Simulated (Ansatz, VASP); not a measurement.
One calculation of BN, two programs

```xyz
4
Lattice="2.6326 0.0000 0.0000 -1.3163 2.1781 0.0000 0.0000 0.0000 4.0082" Properties=species:S:1:pos:R:3 pbc="T T T"
B     1.3163    0.7240    4.0121
B     0.0000    1.4540    2.0080
N     1.3163    0.7367    2.5013
N     0.0000    1.4413    0.4972
```

Change from the starting cell: strain +e along x and -e along y +0.0233, strain +e along z and -e/2 along x and y -0.0400.

Alike in both runs: functional LDA; k mesh 12 × 12 × 6; occupations gaussian, width 0.05 eV; no spin polarisation.

Ansatz relaxed the structure, and its values are those at the end. VASP's run is a single point on that final structure, the one shown.

|  | VASP | Ansatz |
| --- | --- | --- |
| version | VASP 6.6.1 | Ansatz 0.2.0 |
| potentials or method | VASP PAW LDA potentials, release 64 (B, N), cutoff 600 eV | scalar-relativistic, plane waves, PAW |
| valence electrons in the cell | 16 | 16 |

|  | VASP | Ansatz | Ansatz less VASP |
| --- | --- | --- | --- |
| gap on the k mesh at the Fermi level (eV) | 5.12 | 5.14 | +0.027 |
| least direct gap on the mesh (eV) | 7.37 | 7.39 | +0.018 |
| pressure (GPa) | 3.6 | 2.9 | -0.69 |
| rms of the force components (eV/Å) | 0.010 | 0.005 | -0.0055 |

LDA's correlation is that of Perdew and Zunger in VASP and of Perdew and Wang (1992) in Ansatz. Ansatz's warnings: stress scf threshold loose.
